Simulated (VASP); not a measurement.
Cu12CO, 14 atoms in the cell. The cell holds a slab with vacuum, 14 atoms: a = 5.105 Å, b = 5.105 Å, c = 19.168 Å, α = 90.00°, β = 90.00°, γ = 60.00°. 

```yaml
Program: VASP 6.6.1
Task: single point
Functional: PBE
Dispersion: D3(BJ)
Potentials_or_basis: VASP PAW PBE potentials, release 64 (Cu, C, O)
Cutoff: 520 eV
k_mesh: 2 × 2 × 1
Occupations: fermi-dirac, width 0.05 eV
Spin: no spin polarisation
Dipole_correction: no
Further_INCAR_settings: ALGO = Normal; EDIFF = 1e-06; NBANDS = 84
```

Potentials or basis: VASP PAW PBE potentials, release 64 (Cu, C, O).

The run is started by

```console
$ cat potpaw_PBE.64/Cu/POTCAR potpaw_PBE.64/C/POTCAR potpaw_PBE.64/O/POTCAR > POTCAR
$ mpirun -np 1 vasp_std > vasp.out
```

Hardware: 1 thread of AMD EPYC 7R43 64-Core Processor (Zen 3), with other jobs on the host.

Task: Estimate the wall time of this run.

Result: It took 8.1 min on 1 thread of AMD EPYC 7R43 64-Core Processor (Zen 3) (shared host), peak memory 0.51 GiB. Counts: scf iterations 33, k points 4.
